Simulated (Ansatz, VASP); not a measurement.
## ZnO: VASP beside Ansatz

```
Zn O
1.0
     0.00000    2.16486    2.16486
     2.16486    0.00000    2.16486
     2.16486    2.16486    0.00000
Zn O
1 1
Direct
  0.00000 0.00000 0.00000
  0.50000 0.50000 0.50000
```

Alike in both runs: functional PBE; k mesh 12 × 12 × 12; occupations gaussian, width 0.02 eV; no spin polarisation.

Ansatz relaxed the structure, and its values are those at the end. VASP's run is a single point on that final structure, the one shown.

```csv
,VASP,Ansatz
version,VASP 6.6.1,Ansatz 0.2.0
potentials or method,"VASP PAW PBE potentials, release 64 (Zn, O_h), cutoff 910 eV","scalar-relativistic, plane waves, PAW"
valence electrons in the cell,18,18
```

|  | VASP | Ansatz | Ansatz less VASP |
| --- | --- | --- | --- |
| gap on the k mesh at the Fermi level (eV) | 0.72 | 0.75 | +0.028 |
| least direct gap on the mesh (eV) | 1.96 | 1.99 | +0.030 |

Noted on VASP's run: the cutoff is short for stress, so the pressure is rough.
